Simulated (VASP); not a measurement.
Ta2Bi2O:

```xyz
5
Lattice="3.8336 0.0000 0.0000 0.0000 3.8336 0.0000 0.0000 0.0000 8.1460" Properties=species:S:1:pos:R:3 pbc="T T T"
Ta    0.0000    0.0000    6.2511
Ta    0.0000    0.0000    1.8949
Bi    1.9168    1.9168    4.0730
Bi    0.0000    0.0000    4.0730
O     1.9168    1.9168    0.0000
```

The cell was generated, and may not be a known phase.

* Program: VASP 6.6.1
* Task: relaxation of cell and atoms
* Functional: PBE
* Potentials or basis: VASP PAW PBE potentials, release 64 (Ta_pv, Bi_d, O)
* Cutoff: 600 eV
* k mesh: 3 × 3 × 2
* Occupations: gaussian, width 0.15 eV
* Spin: no spin polarisation

At the start: pressure 38.0 GPa; volume 23.94 Å³/atom.

Q: How do energy, volume and symmetry change on relaxing?

A: Over 20 steps the energy falls by 2013.1 meV/atom and the volume is 27.80 Å³/atom (+16.1 %); space group P4/mmm (No. 123, to 0.1 Å) before and after.

Step by step:
```
step  energy change (eV)  largest force (eV/Å)  pressure (GPa)  volume (Å³)
   1              0.0000               17.1106           38.03       119.72
   2             -2.5217                3.2208           -8.45       236.89
   3             -2.9540                3.0289           -8.08       221.98
   4             -3.3288                2.7387           -7.84       209.96
   5             -5.9543                1.2347           -6.92       161.84
   6             -7.1528                1.9975           -2.11       140.05
   7             -7.0771                3.4481            3.07       131.87
   8             -7.1967                2.4072           -0.56       137.01
   9             -7.1956                2.5181           -0.15       136.33
  10             -8.2817                2.7852           -2.50       137.74
  11             -9.1029                4.0718            0.91       138.30
  12             -9.3899                0.2863            2.04       139.77
  13             -9.4085                0.7710            1.66       139.51
  14             -9.7534                0.6415            0.08       140.74
  15            -10.0171                0.8231           -1.85       142.68
  16            -10.0242                0.8895           -2.06       142.98
  17            -10.0575                0.1163           -0.93       141.03
  18            -10.0612                0.2529           -0.39       140.19
  19            -10.0649                0.1180           -0.26       139.50
  20            -10.0657                0.0171           -0.15       138.98
```

Final structure:
```
Ta Bi O
1.0
     4.13330    0.00000    0.00000
     0.00000    4.13330    0.00000
     0.00000    0.00000    8.13491
Ta Bi O
2 2 1
Direct
  0.00000 0.00000 0.86291
  0.00000 0.00000 0.13709
  0.50000 0.50000 0.50000
  0.00000 0.00000 0.50000
  0.50000 0.50000 0.00000
```

Caveat: the k points lie up to 0.51 Å⁻¹ apart in the final cell, too coarse for converged energies and pressures of a metal; the volume moved by over 15 % at a fixed basis, so the end points are rough.
